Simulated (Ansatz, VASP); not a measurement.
Te2Mo in VASP and in Ansatz

INCAR

```
PREC = Accurate
ENCUT = 520
EDIFF = 1E-6
ISMEAR = 0
SIGMA = 0.05
LREAL = F
LASPH = T
NELM = 80
ALGO = Normal
ISIF = 2
LWAVE = F
LCHARG = F
LDIPOL = T
IDIPOL = 3
DIPOL = 0.5 0.5 0.410
GGA = PE
IVDW = 12
NBANDS = 35
```

KPOINTS

```
Automatic mesh
0
Gamma
  9 9 1
```

Contents of POSCAR:

```
Te2Mo
1.0
    3.5038817216      0.0000000000      0.0000000000
   -1.7519408608      3.0344505828      0.0000000000
    0.0000000000      0.0000000000     24.7677194079
Te Mo
4 2
Direct
    0.3333333333      0.6666666667      0.1816881048
    0.3333333333      0.6666666667      0.3284056788
    0.5000000000      1.0000000000      0.4911174704
    0.5000000000      1.0000000000      0.6378350444
    0.6666666667      0.3333333333      0.2550468918
    0.1666666667      1.3333333333      0.5644762574
```

Input for Ansatz:

```yaml
crystal:
  lattice:
    - [3.5038817216, 0.0, 0.0]
    - [-1.7519408608, 3.0344505828, 0.0]
    - [0.0, 0.0, 24.7677194079]
  atoms:
    - { symbol: Te, position: [0.3333333333, 0.6666666667, 0.1816881048] }
    - { symbol: Mo, position: [0.6666666667, 0.3333333333, 0.2550468918] }
    - { symbol: Te, position: [0.3333333333, 0.6666666667, 0.3284056788] }
    - { symbol: Te, position: [0.5, 1.0, 0.4911174704] }
    - { symbol: Mo, position: [0.1666666667, 1.3333333333, 0.5644762574] }
    - { symbol: Te, position: [0.5, 1.0, 0.6378350444] }
basis:
  ecutwfc: 420
kpoints:
  mp_grid: { grid: [9, 9, 1] }
hamiltonian:
  xc: pbe
  pseudopotentials: { kind: paw, azcp: { folder: soft_1 } }
  dispersion: d3bj
scf:
  occupations: { method: gaussian, width: 0.05 }
output:
  forces: true
  eigenvalues: true
  write_density: true
  write_potential: true
  elf: true
  volumetric_format: npy
efield:
  axis: 3
  dipole_correction: true
  ramp_width: 0.04
```

Alike in both runs: task single point; functional PBE; dispersion D3(BJ); k mesh 9 × 9 × 1; occupations gaussian, width 0.05 eV; no spin polarisation.

|  | VASP | Ansatz |
| --- | --- | --- |
| version | VASP 6.6.1 | Ansatz 0.2.0 |
| potentials or method | VASP PAW PBE potentials, release 64 (Te, Mo_sv), cutoff 520 eV | scalar-relativistic, plane waves, PAW |
| valence electrons in the cell | 52 | 92 |

VASP gave:

| Quantity | Value |
| --- | --- |
| gap on the k mesh at the Fermi level (eV) | 1.16 |
| least direct gap on the mesh (eV) | 1.17 |
| rms of the force components (eV/Å) | 0.033 |

Q: What did Ansatz give for the same quantities?

A: gap on the k mesh at the Fermi level (eV): 1.16; least direct gap on the mesh (eV): 1.17; rms of the force components (eV/Å): 0.029.

VASP's potentials hold 52 valence electrons a cell and Ansatz's 92, so a difference there can come from the potentials and not from the codes. Ansatz's warnings: xc potential rough in thin density.

Neither program's run includes spin-orbit coupling.
